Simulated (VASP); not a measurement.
A run of VASP 6.6.1 is set up as follows.

INCAR

```
SYSTEM = Mg3CdTe4
  ALGO = Normal
  EDIFF = 1E-6
  EDIFFG = -0.01
  ENCUT = 600
  GGA = PE
  IBRION = 2
  ISIF = 4
  ISMEAR = 0
  LASPH = .True.
  LCHARG = .False.
  LREAL = .False.
  LWAVE = .False.
  NELM = 60
  NSW = 50
  PREC = Accurate
  SIGMA = 0.02
```

KPOINTS

```
k-points
0
Gamma
  12 12 4
  0 0 0
```

File POSCAR:

```
Mg3CdTe4
1.0
    4.1789886859      0.0000000283      0.0000000000
   -2.0894943674      3.6191103500      0.0000000000
    0.0000000000      0.0000000000     13.5841552677
Mg Cd Te
3 1 4
Direct
    0.0000000000      0.0000000000      0.0000000000
    0.0000000000      0.0000000000      0.7524086752
    0.0000000000      0.0000000000      0.2475913248
    0.0000000000      0.0000000000      0.5000000000
    0.3333333333      0.6666666667      0.8764962190
    0.3333333333      0.6666666667      0.3695343318
    0.6666666667      0.3333333333      0.1235037810
    0.6666666667      0.3333333333      0.6304656682
```

Potentials or basis: VASP PAW PBE potentials, release 64 (Mg, Cd, Te).

Launch:

```console
$ cat potpaw_PBE.64/Mg/POTCAR potpaw_PBE.64/Cd/POTCAR potpaw_PBE.64/Te/POTCAR > POTCAR
$ mpirun -np 1 vasp_std > vasp.out
```

Estimate the band gap on the k mesh.

0.34 eV (least direct gap 0.90 eV).

Step by step:
```csv
step,energy change (eV),largest force (eV/Å),pressure (GPa),volume (Å³)
1,0.0000,0.0454,3.29,205.45
2,-0.0002,0.0316,3.28,205.45
3,-0.0004,0.0155,3.27,205.45
4,-0.0004,0.0099,3.27,205.45
```

Caveat: spin-orbit coupling is left out, which moves the levels of the heavy elements. A k mesh can miss the band edges.
